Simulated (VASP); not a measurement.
**PbS4H4 (Pb(SH)4): single point with PBE**

The system is PbS4H4 (Pb(SH)4), in a box.

```xyz
9
Lattice="13.7700 0.0000 0.0000 0.0000 13.9300 0.0000 0.0000 0.0000 13.8300" Properties=species:S:1:pos:R:3 pbc="T T T"
Pb    6.5343    6.8889    6.6561
S     6.3693    5.1776    8.5404
S     5.7052    6.0701    9.3306
S     6.7105    5.5364    4.5000
S     6.0247    4.5000    5.0650
H     8.5737    8.4215    6.6934
H     9.2701    7.5542    5.9036
H     4.5000    8.4081    6.9024
H     5.1568    9.4275    6.2757
```

```yaml
Program: VASP 6.6.1
Task: single point
Functional: PBE
Potentials_or_basis: VASP PAW PBE potentials, release 64 (Pb_d, S, H)
Cutoff: 520 eV
k_mesh: 1 × 1 × 1
Occupations: gaussian, width 0.01 eV
Spin: non-collinear spin, zero start, spin-orbit coupling
Starting_moments: "[[0.0, 0.0, 0.0], [0.0, 0.0, 0.0], [0.0, 0.0, 0.0], [0.0, 0.0, 0.0], [0.0, 0.0, 0.0], [0.0, 0.0, 0.0], [0.0, 0.0, 0.0], [0.0, 0.0, 0.0], [0.0, 0.0, 0.0]] μB"
Dipole_correction: no
Further_INCAR_settings: ALGO = Normal; EDIFF = 1e-06; NBANDS = 61
```

The largest force is 0.394 eV/Å and the net moment is 0.00 μB per cell. The valence electrons inside the program's atomic spheres are Pb 11.96; S 3.70; H 0.58.

Forces in eV/Å, atoms in the order of the input:
```
Pb   0.014 -0.010  0.011
S   -0.130  0.361 -0.016
S   -0.173 -0.097  0.338
S   -0.063 -0.326 -0.176
S    0.348  0.076 -0.168
H    0.145 -0.189 -0.179
H    0.154  0.242 -0.123
H   -0.152  0.176  0.170
H   -0.143 -0.232  0.143
```

Moments on the atoms (μB; x, y, z):
```
Pb  0.00 0.00 0.00
S   0.00 0.00 0.00
S   0.00 0.00 0.00
S   0.00 0.00 0.00
S   0.00 0.00 0.00
H   0.00 0.00 0.00
H   0.00 0.00 0.00
H   0.00 0.00 0.00
H   0.00 0.00 0.00
```

Wall time 21 min on 1 thread of AMD EPYC 9R45 96-Core Processor (Zen 5) (shared host), peak memory 6.3 GiB.
